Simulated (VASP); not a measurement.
Runs of VASP 6.6.1 on K. The structure is that of space group I4/mmm (No. 139), or close to it. The cells are those of the table. 

```tsv
cell	further INCAR settings	gap on the mesh (eV)	pressure (GPa)
a = 4.464 Å, angles 112.3, 112.3, 104.0°, 1 atom	ALGO = Fast; EDIFF = 1e-07; NBANDS = 10	none	0.3
a = 4.424 Å, angles 111.6, 111.6, 105.3°, 1 atom	ALGO = Fast; EDIFF = 1e-06; NBANDS = 10	none	0.5
a = 4.460 Å, angles 108.1, 108.1, 112.2°, 1 atom	ALGO = Fast; EDIFF = 1e-06; NBANDS = 10	none	0.3
a = 4.537 Å, angles 111.5, 111.5, 105.4°, 1 atom	ALGO = Fast; EDIFF = 1e-06; NBANDS = 10	none	(a)
a = 4.498 Å, angles 110.8, 110.8, 106.7°, 1 atom	ALGO = Fast; EDIFF = 1e-07; NBANDS = 10	none	0.2
```

Alike in all rows: task single point; level PBE; potentials or basis VASP PAW PBE potentials, release 64 (K_sv); no spin polarisation; k mesh 14 × 14 × 14; cutoff (eV) 520; smearing gaussian 0.15 eV.

Problem. Estimate the missing entries.

Solution. (a) 0.1.

A gap of «none» marks levels without a gap at the run's occupations.
